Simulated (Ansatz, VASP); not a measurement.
# SnSe2 in VASP and in Ansatz

```xyz
3
Lattice="3.9350 0.0000 0.0000 -1.9675 3.4078 0.0000 0.0000 0.0000 5.7110" Properties=species:S:1:pos:R:3 pbc="T T T"
Sn    0.0000    0.0000    0.0000
Se    0.0000    2.2719    1.5143
Se    1.9675    1.1359    4.1967
```

Change from the starting cell: strain +0.025 along x and y, -0.050 along z, atoms carried along.

Alike in both runs: task single point; functional PBE; dispersion D3(BJ); k mesh 12 × 12 × 6; occupations gaussian, width 0.03 eV; no spin polarisation.

```csv
,VASP,Ansatz
version,VASP 6.6.1,Ansatz 0.2.0
potentials or method,"VASP PAW PBE potentials, release 64 (Sn_d, Se), cutoff 520 eV","scalar-relativistic, plane waves, PAW"
valence electrons in the cell,26,46
```

VASP gave:

| Quantity | Value |
| --- | --- |
| gap on the k mesh at the Fermi level (eV) | 0.03 |
| least direct gap on the mesh (eV) | 0.06 |
| pressure (GPa) | 0.2 |
| traceless stress, the component that is largest in VASP (GPa) | 2.48 |
| rms of the force components (eV/Å) | 0.190 |

Which values does Ansatz return?

gap on the k mesh at the Fermi level (eV): 0.04; least direct gap on the mesh (eV): 0.07; pressure (GPa): 0.2; traceless stress, the component that is largest in VASP (GPa): 2.50; rms of the force components (eV/Å): 0.184.

Atom by atom the forces differ by 0.006 eV/Å (rms over components). VASP's potentials hold 26 valence electrons a cell and Ansatz's 46, so a difference there can come from the potentials and not from the codes.
